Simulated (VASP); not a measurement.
Runs of VASP 6.6.1 on Rh. The structure is that of space group P6_3/mmc (No. 194), or close to it. The cells are those of the table. 

| cell | gap on the mesh (eV) | pressure (GPa) |
| --- | --- | --- |
| a = 2.767, b = 2.767, c = 4.487 Å, angles 90.0, 90.0, 120.0°, 2 atoms | none | (b) |
| a = 2.740, b = 2.740, c = 4.443 Å, angles 90.0, 90.0, 120.0°, 2 atoms | none | (a) |
| a = 2.793, b = 2.793, c = 4.529 Å, angles 90.0, 90.0, 120.0°, 2 atoms | none | -21.8 |
| a = 2.713, b = 2.713, c = 4.399 Å, angles 90.0, 90.0, 120.0°, 2 atoms | none | -3.8 |
| a = 2.685, b = 2.685, c = 4.353 Å, angles 90.0, 90.0, 120.0°, 2 atoms | none | 5.0 |

Alike in all rows: task single point; level r2SCAN; potentials or basis VASP PAW PBE potentials, release 64 (Rh_pv); no spin polarisation; k mesh 12 × 12 × 7; cutoff (eV) 520; smearing methfessel-paxton 0.15 eV.

Problem. Fill in the values left out.

Solution. (a) -11.1; (b) -17.0.

Caveats: the PAW data sets were made with another functional, which shifts forces and pressure a little.

A k mesh can miss the band edges, and the runs leave out spin-orbit coupling on Rh.

A gap of «none» marks levels without a gap at the run's occupations.
